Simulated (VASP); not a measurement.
# Si: electric field gradients with LDA

The system is Si.

```xyz
2
Lattice="0.0000 2.6788 2.6788 2.6788 0.0000 2.6788 2.6788 2.6788 0.0000" Properties=species:S:1:pos:R:3 pbc="T T T"
Si    2.6788    2.6788    2.6788
Si    4.0182    4.0182    4.0182
```

```json
{
  "Program": "VASP 6.6.1",
  "Task": "electric field gradients",
  "Functional": "LDA",
  "Potentials or basis": "VASP PAW LDA potentials, release 64 (Si)",
  "Cutoff": "520 eV",
  "k mesh": "12 × 12 × 12",
  "Occupations": "fermi-dirac, width 0.08 eV",
  "Spin": "no spin polarisation",
  "Dipole correction": "no",
  "Further INCAR settings": "ALGO = Normal; EDIFF = 1e-08; NBANDS = 11"
}
```

```
Pressure                                : 2.6 GPa
Band gap on the k mesh                  : 0.40 eV (least direct gap 2.54 eV)
Largest electric field gradient by atom : zero within the noise of the run
```

Levels at points of the mesh, in eV from the valence-band top:
| k point | band 1 | band 2 | band 3 | band 4 | band 5 | band 6 | band 7 | band 8 | band 9 |
| --- | --- | --- | --- | --- | --- | --- | --- | --- | --- |
| (0.00, 0.00, 0.00) | -12.24 | 0.00 | 0.00 | 0.00 | 2.54 | 2.54 | 2.54 | 3.68 | 7.75 |
| (0.50, 0.00, 0.00) | -9.80 | -7.18 | -1.23 | -1.23 | 1.58 | 3.27 | 3.27 | 7.57 | 10.62 |
| (0.50, 0.50, 0.00) | -7.95 | -7.95 | -2.96 | -2.96 | 0.53 | 0.53 | 10.33 | 10.33 | 11.05 |

It took 17 s on 1 thread of AMD EPYC 7R13 Processor (Zen 3), on a shared host, peak memory 0.11 GiB.

A k mesh can miss the band edges.
